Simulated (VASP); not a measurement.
Input of a VASP 6.6.1 run:

Contents of POSCAR:

```
Pb
1.0
    0.0000000000      2.4971628243      2.4971628243
    2.4971628243      0.0000000000      2.4971628243
    2.4971628243      2.4971628243      0.0000000000
Pb
1
Direct
    0.0000000000      0.0000000000      0.0000000000
```

Contents of INCAR.step1:

```
ALGO = Normal ; EDIFF = 1E-4
ENCUT = 520 ; GGA = PE
ISMEAR = 0 ; LASPH = True
LCHARG = False ; LREAL = False
LWAVE = True ; NBANDS = 13
NELM = 80 ; PREC = Accurate
SIGMA = 0.05
```

INCAR.step2

```
ALGO = Normal ; EDIFF = 1E-6
ENCUT = 520 ; ISIF = 2
ISMEAR = 0 ; ISTART = 1
LASPH = True ; LCHARG = True
LELF = True ; LMIXTAU = True
LREAL = False ; LVHAR = True
LWAVE = False ; METAGGA = R2SCAN
NBANDS = 13 ; NELM = 80
PREC = Accurate ; SIGMA = 0.05
```

KPOINTS

```
k-points
0
Gamma
  14 14 14
```

Potentials or basis: VASP PAW PBE potentials, release 64 (Pb_d).

Command:

```bash
$ cat potpaw_PBE.64/Pb_d/POTCAR > POTCAR
$ cp INCAR.step1 INCAR
$ mpirun -np 1 vasp_std > vasp.out
$ cp INCAR.step2 INCAR
$ mpirun -np 1 vasp_std > vasp.out
```

(1) Estimate the pressure.

(2) Predict the band gap on the k mesh.

## Answers

(1) 0.0 GPa.

(2) zero (band 7 reaches 14.44 eV, above the bottom of band 8 at 5.39 eV).

Caveat: the PAW data sets were made with another functional, which shifts forces and pressure a little; spin-orbit coupling is left out, which moves the levels of the heavy elements.
